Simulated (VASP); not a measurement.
A run of VASP 6.6.1 is set up as follows.

File INCAR:

```
SYSTEM = TiO
ALGO     = Normal         ! electronic algorithm
EDIFF    = 1E-6           ! SCF threshold, eV
ENCUT    = 520            ! plane-wave cutoff, eV
GGA      = PS             ! functional
ISIF     = 2              ! what is computed and relaxed
ISMEAR   = 0              ! smearing method
LASPH    = .TRUE.         ! aspherical terms in the spheres
LCHARG   = .TRUE.         ! write CHGCAR
LELF     = .TRUE.         ! ELF
LREAL    = .FALSE.        ! projectors in reciprocal space
LVHAR    = .TRUE.       
LWAVE    = .FALSE.        ! write WAVECAR
NBANDS   = 16             ! bands
NELM     = 100            ! most SCF steps
PREC     = Accurate       ! precision mode
SIGMA    = 0.1            ! smearing width, eV
```

KPOINTS

```
k-points
0
G
  18 18 16
  0 0 0
```

Contents of POSCAR:

```
TiO
1.0
    2.7888858286      0.0000000000      0.0000000000
   -1.3944429143      2.4152459758      0.0000000000
    0.0000000000      0.0000000000      2.7940761164
Ti O
1 1
Direct
    0.6666666667      0.3333333333      0.0000000000
    0.0000000000      0.0000000000      0.5000000000
```

Potentials or basis: VASP PAW PBE potentials, release 64 (Ti_sv, O).

Launch:

```sh
$ cat potpaw_PBE.64/Ti_sv/POTCAR potpaw_PBE.64/O/POTCAR > POTCAR
$ mpirun -np 1 vasp_std > vasp.out
```

**Question.** Predict the band gap on the k mesh.

**Answer.** Zero (band 9 reaches 11.70 eV, above the bottom of band 10 at 11.63 eV).

**Question.** Predict the pressure.

**Answer.** 0.7 GPa.

Stress tensor (GPa, compression positive):
```
0.61 0.00 0.00
0.00 0.61 0.00
0.00 0.00 0.86
```

Caveat: the PAW data sets were made with another functional, which shifts forces and pressure a little; semilocal functionals often make such compounds metallic where correlation or magnetic order opens a gap, which also shifts bond lengths.
